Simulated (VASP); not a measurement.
Input of a VASP 6.6.1 run:

INCAR

```
PREC     = Accurate       # precision mode
ENCUT    = 520            # plane-wave cutoff, eV
EDIFF    = 1E-8           # SCF threshold, eV
ISMEAR   = -1             # smearing method
SIGMA    = 0.05           # smearing width, eV
LREAL    = False          # projectors in reciprocal space
LASPH    = True           # aspherical terms in the spheres
NELM     = 60             # most SCF steps
ALGO     = Normal         # electronic algorithm
ISIF     = 2              # what is computed and relaxed
LWAVE    = False          # write WAVECAR
LCHARG   = False          # write CHGCAR
GGA      = PE             # functional
LEFG     = True         
NBANDS   = 14             # bands
```

Contents of KPOINTS:

```
Automatic mesh
0
Gamma
  14 14 8
```

The input POSCAR:

```
Re
1.0
    2.6201393302      0.0000000000      0.0000000000
   -1.3100696651      2.2691072214      0.0000000000
    0.0000000000      0.0000000000      4.1895637172
Re
2
Direct
    0.3333333333      0.6666666667      0.2500000000
    0.6666666667      0.3333333333      0.7500000000
```

Potentials or basis: VASP PAW PBE potentials, release 64 (Re).

Launch:

```bash
$ cat potpaw_PBE.64/Re/POTCAR > POTCAR
$ mpirun -np 1 vasp_std > vasp.out
```

What does it give for the pressure?

100.9 GPa.

What does it give for the band gap on the k mesh?

Zero (band 7 reaches 11.98 eV, above the bottom of band 8 at 7.79 eV).

Stress tensor (GPa, compression positive):
```
 98.29   0.00   0.00
  0.00  98.29   0.00
  0.00   0.00 106.24
```

Caveat: without QUAD_EFG the Cq values of the log hold for a quadrupole moment of 1 mb, not for the nuclei; spin-orbit coupling is left out, which moves the levels of the heavy elements.
